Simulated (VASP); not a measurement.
# CaScB2 (P4mm) in VASP: further runs

The runs below take CaScB2 through single point, with PBE.

Program: VASP 6.6.1. These are calculated values, not measurements. Logs are shortened: lines on timing, memory, paths and dates and some standing lists are left out, and cuts for length are marked.

### 1 The cell of the first run

The typed cell holds 4 atoms: a = 4.410 Å, b = 4.410 Å, c = 3.060 Å, α = 90.00°, β = 90.00°, γ = 90.00°.

### 2 Single point, PBE

INCAR reads:

```
SYSTEM = CaScB2
  PREC = Accurate
  ENCUT = 520
  EDIFF = 1E-7
  ISMEAR = 0
  SIGMA = 0.1
  LREAL = .False.
  LASPH = .True.
  NELM = 100
  ALGO = Normal
  ISIF = 2
  LWAVE = .False.
  LCHARG = .False.
  GGA = PE
  NBANDS = 22
```

KPOINTS reads:

```
regular mesh
0
Gamma
  10 10 14
  0 0 0
```

POSCAR reads:

```
CaScB2
1.0
    4.4100325155      0.0000000000      0.0000000000
    0.0000000000      4.4100325155      0.0000000000
    0.0000000000      0.0000000000      3.0599470195
Ca Sc B
1 1 2
Direct
    0.5000000000      0.5000000000      0.5744939639
    0.0000000000      0.0000000000      0.5733130241
    0.5000000000      0.0000000000      0.0739301610
    0.0000000000      0.5000000000      0.0739301610
```

Potentials or basis: VASP PAW PBE potentials, release 64 (Ca_sv, Sc_sv, B).

Command:

```sh
$ cat potpaw_PBE.64/Ca_sv/POTCAR potpaw_PBE.64/Sc_sv/POTCAR potpaw_PBE.64/B/POTCAR > POTCAR
$ mpirun -np 1 vasp_std > vasp.out
```

OUTCAR:

```text
SYSTEM = CaScB2
   PREC = Accurate
   ENCUT = 520
   EDIFF = 1E-7
   ISMEAR = 0
   LREAL = .False.
   LASPH = .True.
   NELM = 100
   ISIF = 2
   GGA = PE

 ion  position               nearest neighbor table
   1  0.500  0.500  0.574-   2 3.12   2 3.12   2 3.12   2 3.12
   2  0.000  0.000  0.573-   3 2.68   4 2.68   4 2.68   3 2.68   4 2.68   3 2.68   3 2.68   4 2.68
                             1 3.12   1 3.12   1 3.12   1 3.12
   3  0.500  0.000  0.074-   2 2.68   2 2.68   2 2.68   2 2.68
   4  0.000  0.500  0.074-   2 2.68   2 2.68   2 2.68   2 2.68

  LATTYP: Found a simple tetragonal cell.
 ALAT       =     4.4100325155
 C/A-ratio  =     0.6938604214

  Lattice vectors:

 A1 = (   4.4100325155,   0.0000000000,   0.0000000000)
 A2 = (   0.0000000000,   4.4100325155,   0.0000000000)
 A3 = (   0.0000000000,   0.0000000000,   3.0599470195)

Analysis of symmetry for initial positions (statically):
=====================================================================
 Subroutine PRICEL returns:
 Original cell was already a primitive cell.

 Routine SETGRP: Setting up the symmetry group for a
 simple tetragonal supercell.

 Subroutine GETGRP returns: Found  8 space group operations
 (whereof  8 operations were pure point group operations)
 out of a pool of 16 trial point group operations.

The static configuration has the point symmetry C_4v.

Analysis of symmetry for dynamics (positions and initial velocities):
=====================================================================
 Subroutine PRICEL returns:
 Original cell was already a primitive cell.

 Routine SETGRP: Setting up the symmetry group for a
 simple tetragonal supercell.

 Subroutine GETGRP returns: Found  8 space group operations
 (whereof  8 operations were pure point group operations)
 out of a pool of 16 trial point group operations.

The dynamic configuration has the point symmetry C_4v.

 Subroutine INISYM returns: Found  8 space group operations
 (whereof  8 operations are pure point group operations),
 and found     1 'primitive' translations

----------------------------------------------------------------------------------------

                                     Primitive cell

  volume of cell :      59.5110

  direct lattice vectors                    reciprocal lattice vectors
     4.410032516  0.000000000  0.000000000     0.226755698  0.000000000  0.000000000
     0.000000000  4.410032516  0.000000000     0.000000000  0.226755698  0.000000000
     0.000000000  0.000000000  3.059947020     0.000000000  0.000000000  0.326803044

  length of vectors
     4.410032516  4.410032516  3.059947020     0.226755698  0.226755698  0.326803044

  position of ions in fractional coordinates (direct lattice)
     0.500000000  0.500000000  0.574493964
     0.000000000  0.000000000  0.573313024
     0.500000000  0.000000000  0.073930161
     0.000000000  0.500000000  0.073930161

  ion indices of the primitive-cell ions
   primitive index   ion index
                 1           1
                 2           2
                 3           3
                 4           4

----------------------------------------------------------------------------------------

 KPOINTS: regular mesh

Automatic generation of k-mesh.
 Grid dimensions read from file:
 generate k-points for:   10   10   14

 Generating k-lattice:

  Cartesian coordinates                     Fractional coordinates (reciprocal lattice)
     0.022675570  0.000000000  0.000000000     0.100000000  0.000000000  0.000000000
     0.000000000  0.022675570  0.000000000     0.000000000  0.100000000  0.000000000
     0.000000000  0.000000000  0.023343075     0.000000000  0.000000000  0.071428571

  Length of vectors
     0.022675570  0.022675570  0.023343075

  Shift w.r.t. Gamma in fractional coordinates (k-lattice)
     0.000000000  0.000000000  0.000000000

 Subroutine IBZKPT returns following result:
 ===========================================

 Found    168 irreducible k-points:

 Following reciprocal coordinates:
            Coordinates               Weight
  0.000000  0.000000  0.000000      1.000000
  0.100000  0.000000  0.000000      4.000000
  0.200000  0.000000  0.000000      4.000000
  0.300000  0.000000  0.000000      4.000000
  0.400000  0.000000  0.000000      4.000000
  0.500000  0.000000  0.000000      2.000000
[... 16 lines left out ...]
  0.100000  0.000000  0.071429      8.000000
  0.200000  0.000000  0.071429      8.000000
 [... further k-points ...]
   k-points           NKPTS =    168   k-points in BZ     NKDIM =    168   number of bands    NBANDS=     22
   number of dos      NEDOS =    301   number of ions     NIONS =      4
   total plane-waves  NPLWV =  31104
   dimension x,y,z NGX =    36 NGY =   36 NGZ =   24
   dimension x,y,z NGXF=    72 NGYF=   72 NGZF=   48
   ions per type =               1   1   2
   NGX,Y,Z   is equivalent  to a cutoff of  13.57, 13.57, 13.04 a.u.
   NGXF,Y,Z  is equivalent  to a cutoff of  27.14, 27.14, 26.08 a.u.
 SYSTEM =  CaScB2
   PREC   = accura    normal or accurate (medium, high low for compatibility)
   ISTART =      0    job   : 0-new  1-cont  2-samecut
   ICHARG =      2    charge: 1-file 2-atom 10-const
   ISPIN  =      1    spin polarized calculation?
   LNONCOLLINEAR =      F non collinear calculations
   LSORBIT =      F    spin-orbit coupling
   LASPH  =      T    aspherical Exc in radial PAW
   ENCUT  =  520.0 eV  38.22 Ry    6.18 a.u.   8.20  8.20  5.69*2*pi/ulx,y,z
   NELM   =    100;   NELMIN=  2; NELMDL= -5     # of ELM steps
   EDIFF  = 0.1E-06   stopping-criterion for ELM
   LREAL  =      F    real-space projection
   EDIFFG = 0.1E-05   stopping-criterion for IOM
   NSW    =      0    number of steps for IOM
   IBRION =     -1    ionic relax: 0-MD 1-quasi-New 2-CG
   NFREE  =      0    steps in history (QN), initial steepest desc. (CG)
   ISIF   =      2    stress and relaxation
   ISYM   =      2    0-nonsym 1-usesym 2-fastsym
   POTIM  = 0.5000    time-step for ionic-motion
   TEBEG  =    0.0;   TEEND  =   0.0 temperature during run
   PSTRESS=    0.0 pullay stress
   NELECT =      27.0000    total number of electrons
   NUPDOWN=      -1.0000    fix difference up-down
   EMIN   =  10.00;   EMAX   =-10.00  energy-range for DOS
   EFERMI =   0.00;   METHOD = LEGACY
   ISMEAR =     0;   SIGMA  =   0.10  broadening in eV -4-tet -1-fermi 0-gaus
   EFERMI_NEDOS =   21; number of points for ismear=-14 and -15
   IALGO  =     38    algorithm
   IMIX   =      4    mixing-type and parameters
     AMIX     =   0.40;   BMIX     =  1.00
     AMIX_MAG =   1.60;   BMIX_MAG =  1.00
  volume/ion in A,a.u.               =      14.88       100.40
  Fermi-wavevector in a.u.,A,eV,Ry     =   1.257951  2.377182 21.530400  1.582440
  Thomas-Fermi vector in A             =   2.391584
   LORBIT       =      0    0 simple, 1 ext, 2 COOP (PROOUT), +10 PAW based schemes
   GGA     = PE    functional components
   LHFCALC =     F    Hartree Fock is set to
   AEXX    =    0.0000 exact exchange contribution
   IVDW    =     0    specifies the selected vdW correction
   LEPSILON=     F    determine dielectric tensor
   LRPA    =     F    only Hartree local field effects (RPA)
 non-spin polarized calculation
 Gauss-broadening in eV      SIGMA  =   0.10
  energy-cutoff  :      520.00
  volume of cell :       59.51
 maximum number of plane-waves:      1640
 NGX is ok and might be reduce to    36
   NGX = 17   NGY = 17   NGZ = 11

 number of electron      26.9999998 magnetization

 Free energy of the ion-electron system (eV)
  ---------------------------------------------------
  ext. energy  EPLUGINS =         0.00000000
  ---------------------------------------------------
  free energy    TOTEN  =       -19.78849964 eV

  energy without entropy =      -19.77914595  energy(sigma->0) =      -19.78382280

 E-fermi :   4.5817     XC(G=0): -10.7096

 val. band max:        4.5797397630   @ k =   0.5000   0.4000   0.2143
 cond. band min:       4.5874771110   @ k =   0.5000   0.1000   0.0714
 fundamental gap:      0.0077373479
 Fermi energy:         4.5816658030

 k-point     1 :       0.0000    0.0000    0.0000
  band No.  band energies     occupation
      1     -44.7738      2.00000
      2     -34.9783      2.00000
      3     -23.4243      2.00000
      4     -23.4243      2.00000
      5     -23.2087      2.00000
      6     -16.1204      2.00000
[... 14 lines left out ...]
     21       8.6234      0.00000
     22       8.7983      0.00000

 k-point     2 :       0.1000    0.0000    0.0000
  band No.  band energies     occupation
      1     -44.7738      2.00000
      2     -34.9783      2.00000
      3     -23.4250      2.00000
      4     -23.4240      2.00000
      5     -23.2086      2.00000
      6     -16.1269      2.00000
[... 14 lines left out ...]
     21       8.7825      0.00000
     22       8.9622      0.00000

 k-point     3 :       0.2000    0.0000    0.0000
  band No.  band energies     occupation
      1     -44.7736      2.00000
      2     -34.9781      2.00000
      3     -23.4269      2.00000
      4     -23.4230      2.00000
      5     -23.2084      2.00000
      6     -16.1440      2.00000
[... 14 lines left out ...]
     21       9.0512      0.00000
     22       9.4043      0.00000
[... 476 lines left out ...]
 k-point    23 :       0.1000    0.0000    0.0714
  band No.  band energies     occupation
      1     -44.7716      2.00000
      2     -34.9735      2.00000
      3     -23.4226      2.00000
      4     -23.4215      2.00000
      5     -23.2282      2.00000
      6     -16.1209      2.00000
[... 14 lines left out ...]
     21       8.2945      0.00000
     22       9.2211      0.00000

 k-point    24 :       0.2000    0.0000    0.0714
  band No.  band energies     occupation
      1     -44.7715      2.00000
      2     -34.9734      2.00000
      3     -23.4245      2.00000
      4     -23.4206      2.00000
      5     -23.2279      2.00000
      6     -16.1378      2.00000
[... 14 lines left out ...]
     21       8.7721      0.00000
     22       9.5706      0.00000

 [... further k-points ...]

------------------------ aborting loop because EDIFF is reached ----------------------------------------

  FORCE on cell =-STRESS in cart. coord.  units (eV):
  Direction    XX          YY          ZZ          XY          YZ          ZX
  --------------------------------------------------------------------------------------
  -------------------------------------------------------------------------------------
  Total        0.1070038      0.1070038      0.0847952      0.0000000      0.0000000      0.0000000
  in kB        2.8807935      2.8807935      2.2828864      0.0000000      0.0000000      0.0000000
  external PRESSURE =       2.6814911 kB  Pullay stress =       0.0000000 kB

 VOLUME and BASIS-vectors are now :
 -----------------------------------------------------------------------------
  energy-cutoff  :      520.00
  volume of cell :       59.51
      direct lattice vectors                 reciprocal lattice vectors
     4.410032516  0.000000000  0.000000000     0.226755698  0.000000000  0.000000000
     0.000000000  4.410032516  0.000000000     0.000000000  0.226755698  0.000000000
     0.000000000  0.000000000  3.059947020     0.000000000  0.000000000  0.326803044

 POSITION                                       TOTAL-FORCE (eV/Angst)
 -----------------------------------------------------------------------------------
      2.20502      2.20502      1.75792        -0.000000     -0.000000     -0.004867
      0.00000      0.00000      1.75431        -0.000000      0.000000     -0.001351
      2.20502      0.00000      0.22622        -0.000000      0.000000      0.003109
      0.00000      2.20502      0.22622         0.000000      0.000000      0.003109
 -----------------------------------------------------------------------------------
    total drift:                                0.000000      0.000000      0.000041

  FREE ENERGIE OF THE ION-ELECTRON SYSTEM (eV)
  ---------------------------------------------------
  free  energy   TOTEN  =       -19.7884996377 eV

  energy  without entropy=      -19.7791459549  energy(sigma->0) =      -19.78382280
```

Run time: 2.5 min. Hardware: 1 thread of AMD EPYC 9R14 (Zen 4), shared host; peak memory 0.33 GiB.

What came out:

```yaml
Free_energy: -19.7885 eV
Pressure: 0.3 GPa
Largest_force: 0.005 eV/Å
```

Forces on the atoms (eV/Å):
```
Ca   0.000  0.000 -0.005
Sc   0.000  0.000 -0.001
B    0.000  0.000  0.003
B    0.000  0.000  0.003
```

### 3 Single point, PBE

INCAR reads:

```
SYSTEM = CaScB2
  PREC = Accurate
  ENCUT = 520
  EDIFF = 1E-7
  ISMEAR = 0
  SIGMA = 0.1
  LREAL = .FALSE.
  LASPH = .TRUE.
  NELM = 100
  ALGO = Normal
  ISIF = 2
  LWAVE = .FALSE.
  LCHARG = .FALSE.
  GGA = PE
  NBANDS = 22
```

KPOINTS reads:

```
regular mesh
0
G
  10 10 14
  0 0 0
```

POSCAR is that of step 2.

Potentials or basis: VASP PAW PBE potentials, release 64 (Ca_sv, Sc_sv, B).

Command:

```sh
$ cat potpaw_PBE.64/Ca_sv/POTCAR potpaw_PBE.64/Sc_sv/POTCAR potpaw_PBE.64/B/POTCAR > POTCAR
$ mpirun -np 1 vasp_std > vasp.out
```

OUTCAR:

```text
SYSTEM = CaScB2
   PREC = Accurate
   ENCUT = 520
   EDIFF = 1E-7
   ISMEAR = 0
   LREAL = .FALSE.
   LASPH = .TRUE.
   NELM = 100
   ISIF = 2
   GGA = PE

 ion  position               nearest neighbor table
   1  0.500  0.500  0.574-   2 3.12   2 3.12   2 3.12   2 3.12
   2  0.000  0.000  0.573-   3 2.68   4 2.68   4 2.68   3 2.68   4 2.68   3 2.68   3 2.68   4 2.68
                             1 3.12   1 3.12   1 3.12   1 3.12
   3  0.500  0.000  0.074-   2 2.68   2 2.68   2 2.68   2 2.68
   4  0.000  0.500  0.074-   2 2.68   2 2.68   2 2.68   2 2.68

  LATTYP: Found a simple tetragonal cell.
 ALAT       =     4.4100325155
 C/A-ratio  =     0.6938604214

  Lattice vectors:

 A1 = (   4.4100325155,   0.0000000000,   0.0000000000)
 A2 = (   0.0000000000,   4.4100325155,   0.0000000000)
 A3 = (   0.0000000000,   0.0000000000,   3.0599470195)

Analysis of symmetry for initial positions (statically):
=====================================================================
 Subroutine PRICEL returns:
 Original cell was already a primitive cell.

 Routine SETGRP: Setting up the symmetry group for a
 simple tetragonal supercell.
[... 171 lines left out ...]

 E-fermi :   4.5817     XC(G=0): -10.7096

 val. band max:        4.5797397630   @ k =   0.5000   0.4000   0.2143
 cond. band min:       4.5874771110   @ k =   0.5000   0.1000   0.0714
 fundamental gap:      0.0077373479
 Fermi energy:         4.5816658030

 k-point     1 :       0.0000    0.0000    0.0000
  band No.  band energies     occupation
      1     -44.7738      2.00000
      2     -34.9783      2.00000
      3     -23.4243      2.00000
      4     -23.4243      2.00000
      5     -23.2087      2.00000
      6     -16.1204      2.00000
[... 589 lines left out ...]
     21       8.7721      0.00000
     22       9.5706      0.00000

 [... further k-points ...]

------------------------ aborting loop because EDIFF is reached ----------------------------------------

  FORCE on cell =-STRESS in cart. coord.  units (eV):
  Direction    XX          YY          ZZ          XY          YZ          ZX
  --------------------------------------------------------------------------------------
  -------------------------------------------------------------------------------------
  Total        0.1070038      0.1070038      0.0847952      0.0000000      0.0000000      0.0000000
  in kB        2.8807935      2.8807935      2.2828864      0.0000000      0.0000000      0.0000000
  external PRESSURE =       2.6814911 kB  Pullay stress =       0.0000000 kB

 VOLUME and BASIS-vectors are now :
 -----------------------------------------------------------------------------
  energy-cutoff  :      520.00
  volume of cell :       59.51
      direct lattice vectors                 reciprocal lattice vectors
     4.410032516  0.000000000  0.000000000     0.226755698  0.000000000  0.000000000
     0.000000000  4.410032516  0.000000000     0.000000000  0.226755698  0.000000000
     0.000000000  0.000000000  3.059947020     0.000000000  0.000000000  0.326803044

 POSITION                                       TOTAL-FORCE (eV/Angst)
 -----------------------------------------------------------------------------------
      2.20502      2.20502      1.75792        -0.000000     -0.000000     -0.004867
      0.00000      0.00000      1.75431        -0.000000      0.000000     -0.001351
      2.20502      0.00000      0.22622        -0.000000      0.000000      0.003109
      0.00000      2.20502      0.22622         0.000000      0.000000      0.003109
 -----------------------------------------------------------------------------------
    total drift:                                0.000000      0.000000      0.000041

  FREE ENERGIE OF THE ION-ELECTRON SYSTEM (eV)
  ---------------------------------------------------
  free  energy   TOTEN  =       -19.7884996377 eV

  energy  without entropy=      -19.7791459549  energy(sigma->0) =      -19.78382280
```

OSZICAR:

```text
N       E                     dE             d eps       ncg     rms          rms(c)
DAV:   1     0.273205412241E+03    0.27321E+03   -0.12989E+04  7408   0.122E+03
DAV:   2    -0.559441783364E+01   -0.27880E+03   -0.27304E+03  7416   0.408E+02
DAV:   3    -0.218456329888E+02   -0.16251E+02   -0.15803E+02 13364   0.943E+01
DAV:   4    -0.227384807691E+02   -0.89285E+00   -0.88872E+00 11458   0.153E+01
DAV:   5    -0.228016596326E+02   -0.63179E-01   -0.63141E-01 11348   0.312E+00    0.861E+00
DAV:   6    -0.198143725303E+02    0.29873E+01   -0.92351E+00 11088   0.230E+01    0.292E+00
DAV:   7    -0.198119396534E+02    0.24329E-02   -0.44539E-01 10102   0.359E+00    0.185E+00
DAV:   8    -0.197885536158E+02    0.23386E-01   -0.57541E-02 12172   0.161E+00    0.254E-01
DAV:   9    -0.197884117799E+02    0.14184E-03   -0.58129E-03 11102   0.451E-01    0.127E-01
DAV:  10    -0.197886743733E+02   -0.26259E-03   -0.19877E-03 11188   0.369E-01    0.940E-02
DAV:  11    -0.197885435337E+02    0.13084E-03   -0.11557E-03 11486   0.308E-01    0.412E-02
DAV:  12    -0.197885111913E+02    0.32342E-04   -0.37901E-04 11242   0.173E-01    0.218E-02
DAV:  13    -0.197884999446E+02    0.11247E-04   -0.61441E-05 11362   0.719E-02    0.275E-03
DAV:  14    -0.197884997580E+02    0.18660E-06   -0.10475E-06 10370   0.903E-03    0.106E-03
DAV:  15    -0.197884996486E+02    0.10943E-06   -0.25343E-07  8890   0.418E-03    0.860E-04
DAV:  16    -0.197884996377E+02    0.10924E-07   -0.47002E-08  5304   0.267E-03
   1 F= -.19788500E+02 E0= -.19783823E+02  d E =-.935368E-02
```

Run time: 2.6 min. Hardware: 1 thread of AMD EPYC 9R14 (Zen 4), shared host; peak memory 0.33 GiB.

Results:

```
Free energy   : -19.7885 eV
Pressure      : 0.3 GPa
Largest force : 0.005 eV/Å
```

Forces in eV/Å, atoms in the order of the input:
```
Ca   0.000  0.000 -0.005
Sc   0.000  0.000 -0.001
B    0.000  0.000  0.003
B    0.000  0.000  0.003
```
